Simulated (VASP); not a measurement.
Here is a VASP 6.6.1 calculation.

Contents of POSCAR:

```
AlGa3N4
1.0
    9.4929710000      0.0000000000      0.0000000000
    0.0000000000     10.9616990000      0.0000000000
    0.0000000000      0.0000000000     10.2819170000
Ga Al N
36 12 48
Direct
    0.1663690000      0.0834000000      0.2461950000
    0.9999850000      0.3315970000      0.2484130000
    0.5001250000      0.0831370000      0.2462330000
    0.3331560000      0.3316660000      0.2484990000
    0.3327500000      0.3312580000      0.7503800000
    0.1664080000      0.5831050000      0.2495450000
    0.1657620000      0.5832940000      0.7495760000
    0.9997790000      0.8347910000      0.2473250000
    0.8336740000      0.0830330000      0.2461070000
    0.6670420000      0.3316640000      0.2484380000
    0.6677310000      0.3313360000      0.7504040000
    0.5003080000      0.5834380000      0.2495970000
    0.5005920000      0.5840680000      0.7497500000
    0.3332960000      0.8349350000      0.2473890000
    0.3330640000      0.8355100000      0.7509910000
    0.8334430000      0.5833270000      0.2495060000
    0.8338500000      0.5840840000      0.7494440000
    0.6670670000      0.8348090000      0.2473590000
    0.0000070000      0.1659130000      0.5018780000
    0.3334460000      0.1653930000      0.5011010000
    0.1663930000      0.4158580000      0.5004950000
    0.1661250000      0.4146830000      0.9985200000
    0.0001010000      0.6676820000      0.5005180000
    0.0001610000      0.6690570000      0.9986120000
    0.6668530000      0.1654470000      0.5010390000
    0.5002020000      0.4160700000      0.4995620000
    0.5001660000      0.4150440000      0.9995370000
    0.3333420000      0.6673540000      0.4995950000
    0.3333510000      0.6683420000      0.9996270000
    0.1662840000      0.9173500000      0.5010650000
    0.8337340000      0.4160310000      0.5004380000
    0.8341290000      0.4148910000      0.9985470000
    0.6668580000      0.6676530000      0.5005790000
    0.6668980000      0.6689800000      0.9986150000
    0.5004610000      0.9171770000      0.5011030000
    0.8335300000      0.9170450000      0.5019300000
    0.1658120000      0.0833670000      0.7511920000
    0.9997860000      0.3313270000      0.7499910000
    0.5005110000      0.0825360000      0.7512300000
    0.9994090000      0.8354850000      0.7505660000
    0.8339040000      0.0826050000      0.7510770000
    0.6676750000      0.8353990000      0.7505180000
    0.0000090000      0.1650130000      0.9952500000
    0.3334820000      0.1641020000      0.9963290000
    0.6668690000      0.1642260000      0.9963320000
    0.1660620000      0.9184420000      0.9964530000
    0.5007950000      0.9182010000      0.9963910000
    0.8335020000      0.9181240000      0.9952840000
    0.9999810000      0.1662990000      0.1807400000
    0.9996770000      0.1656260000      0.6935940000
    0.3334000000      0.1659490000      0.1816090000
    0.3334570000      0.1611120000      0.6919910000
    0.1664920000      0.4162250000      0.1878050000
    0.1628540000      0.4140120000      0.6903910000
    0.0000650000      0.6671900000      0.1878200000
    0.0001670000      0.6720430000      0.6902920000
    0.6669260000      0.1659570000      0.1816230000
    0.6671100000      0.1615280000      0.6918610000
    0.5001400000      0.4163500000      0.1886990000
    0.5003440000      0.4158250000      0.6889770000
    0.3333230000      0.6669480000      0.1886950000
    0.3330410000      0.6679260000      0.6888730000
    0.1664260000      0.9168790000      0.1816770000
    0.1626420000      0.9194080000      0.6917800000
    0.8336900000      0.4164070000      0.1878420000
    0.8371460000      0.4147460000      0.6903420000
    0.6669180000      0.6672020000      0.1878070000
    0.6670980000      0.6716380000      0.6904460000
    0.5003940000      0.9166600000      0.1816050000
    0.5038760000      0.9186130000      0.6917870000
    0.8334720000      0.9167200000      0.1807150000
    0.8336740000      0.9174100000      0.6934360000
    0.1663060000      0.0835040000      0.4367410000
    0.1667000000      0.0833690000      0.9371040000
    0.9999210000      0.3319950000      0.4379880000
    0.0000010000      0.3286920000      0.9345910000
    0.5000640000      0.0832380000      0.4364910000
    0.5001650000      0.0832200000      0.9371860000
    0.3331100000      0.3321000000      0.4385870000
    0.3334490000      0.3285520000      0.9395490000
    0.1663400000      0.5830130000      0.4391380000
    0.1667100000      0.5830750000      0.9384620000
    0.9997430000      0.8343040000      0.4373380000
    0.0001650000      0.8380960000      0.9360200000
    0.8336990000      0.0830440000      0.4369390000
    0.8333960000      0.0833620000      0.9369940000
    0.6670400000      0.3320800000      0.4384700000
    0.6667580000      0.3286380000      0.9395840000
    0.5003220000      0.5834170000      0.4389810000
    0.5000480000      0.5831370000      0.9385980000
    0.3332390000      0.8345690000      0.4379450000
    0.3333140000      0.8380490000      0.9410590000
    0.8333680000      0.5832420000      0.4393180000
    0.8334550000      0.5831770000      0.9383440000
    0.6670460000      0.8343570000      0.4374400000
    0.6668120000      0.8380370000      0.9359780000
```

INCAR.step1

```
PREC = Accurate ; ENCUT = 770
ISMEAR = -1 ; SIGMA = 0.05
LREAL = Auto ; LASPH = True
NELM = 120 ; ISYM = -1
NBANDS = 426 ; GGA = PE
ALGO = Normal ; EDIFF = 1E-5
LWAVE = True ; LCHARG = False
GGA_COMPAT = False ; KPAR = 1
```

INCAR.step2

```
PREC = Accurate ; ENCUT = 770
EDIFF = 1E-6 ; ISMEAR = -1
SIGMA = 0.05 ; LREAL = Auto
LASPH = True ; NELM = 120
ALGO = Normal ; ISIF = 2
LWAVE = False ; LCHARG = False
METAGGA = R2SCAN ; LMIXTAU = True
ISYM = -1 ; NBANDS = 426
ISTART = 1 ; GGA_COMPAT = False
KPAR = 1
```

KPOINTS

```
explicit points
1
Reciprocal
  0.25000000   0.25000000   0.25000000 1
```

Potentials or basis: VASP PAW PBE potentials, release 64 (Ga_d, Al, N).

The run is started by

```sh
$ cat potpaw_PBE.64/Ga_d/POTCAR potpaw_PBE.64/Al/POTCAR potpaw_PBE.64/N/POTCAR > POTCAR
$ cp INCAR.step1 INCAR
$ mpirun -np 8 vasp_std > vasp.out
$ cp INCAR.step2 INCAR
$ mpirun -np 8 vasp_std > vasp.out
```

Task: What does it give for the largest force?

Result: 0.173 eV/Å.

Task: What does it give for the pressure?

Result: 0.6 GPa.

Task: Estimate the band gap on the k mesh.

Result: 3.85 eV.

Forces in eV/Å, atoms in the order of the input:
```
Ga   0.004  0.005  0.000
Ga   0.001 -0.008 -0.016
Ga   0.001  0.005  0.002
Ga   0.000 -0.009 -0.021
Ga  -0.001 -0.004  0.014
Ga  -0.001 -0.005 -0.006
Ga  -0.002  0.004 -0.003
Ga   0.003 -0.003 -0.014
Ga  -0.002  0.006  0.003
Ga   0.002 -0.008 -0.021
Ga   0.001 -0.009  0.015
Ga   0.006  0.001 -0.005
Ga   0.003  0.002  0.003
Ga   0.002 -0.004 -0.020
Ga   0.000 -0.009  0.007
Ga   0.004 -0.002 -0.006
Ga   0.006  0.002 -0.001
Ga  -0.002 -0.003 -0.013
Ga  -0.003 -0.002 -0.011
Ga  -0.004 -0.003  0.000
Ga  -0.005 -0.003  0.002
Ga  -0.006  0.008 -0.017
Ga  -0.001  0.008  0.009
Ga   0.000  0.000 -0.010
Ga  -0.004 -0.003  0.002
Ga   0.000 -0.006 -0.008
Ga   0.000  0.004 -0.001
Ga  -0.003  0.002 -0.007
Ga  -0.004  0.003  0.001
Ga  -0.003  0.003  0.004
Ga   0.003 -0.004  0.000
Ga   0.001  0.006 -0.016
Ga  -0.004  0.007  0.008
Ga   0.000  0.000 -0.010
Ga  -0.004  0.003  0.003
Ga  -0.005 -0.001 -0.015
Al   0.003 -0.007  0.006
Al   0.002  0.012  0.004
Al   0.006 -0.001  0.003
Al   0.004 -0.012 -0.003
Al  -0.008  0.004  0.009
Al  -0.005 -0.006 -0.005
Al  -0.002  0.016  0.020
Al   0.001  0.023  0.023
Al   0.001  0.024  0.023
Al   0.004 -0.004  0.025
Al  -0.006 -0.001  0.026
Al   0.000  0.003  0.017
N   -0.001 -0.001 -0.142
N    0.002  0.004  0.121
N   -0.001 -0.005 -0.139
N   -0.001 -0.132  0.088
N   -0.002  0.001  0.001
N   -0.127 -0.078  0.054
N   -0.002  0.000  0.001
N   -0.001  0.149  0.055
N   -0.001 -0.005 -0.139
N   -0.002 -0.130  0.089
N   -0.001  0.001  0.006
N    0.001  0.001  0.002
N   -0.001 -0.001  0.005
N   -0.001 -0.003  0.003
N   -0.004  0.003 -0.141
N   -0.121  0.070  0.093
N   -0.001  0.001  0.001
N    0.124 -0.078  0.054
N   -0.002  0.000  0.000
N    0.001  0.146  0.054
N    0.001  0.002 -0.141
N    0.118  0.071  0.094
N   -0.001  0.001 -0.143
N    0.003  0.002  0.127
N    0.003  0.000  0.004
N    0.000 -0.009 -0.007
N    0.002  0.000  0.001
N    0.000 -0.139 -0.103
N    0.002  0.001  0.003
N    0.001 -0.009 -0.006
N    0.002  0.000  0.007
N    0.002 -0.146  0.044
N    0.003  0.000  0.011
N    0.002  0.002 -0.002
N    0.003  0.001 -0.001
N    0.000  0.131 -0.054
N    0.002  0.000  0.003
N    0.000 -0.009 -0.007
N    0.002  0.000  0.007
N    0.002 -0.146  0.044
N    0.003  0.000  0.011
N    0.001  0.002 -0.001
N    0.002  0.001  0.004
N    0.001  0.136  0.082
N    0.002  0.000  0.012
N    0.001  0.002 -0.003
N    0.002  0.001  0.000
N    0.000  0.130 -0.054
```

Caveat: the PAW data sets were made with another functional, which shifts forces and pressure a little; a shifted mesh leaves out Γ, where band edges can lie. A k mesh can miss the band edges.
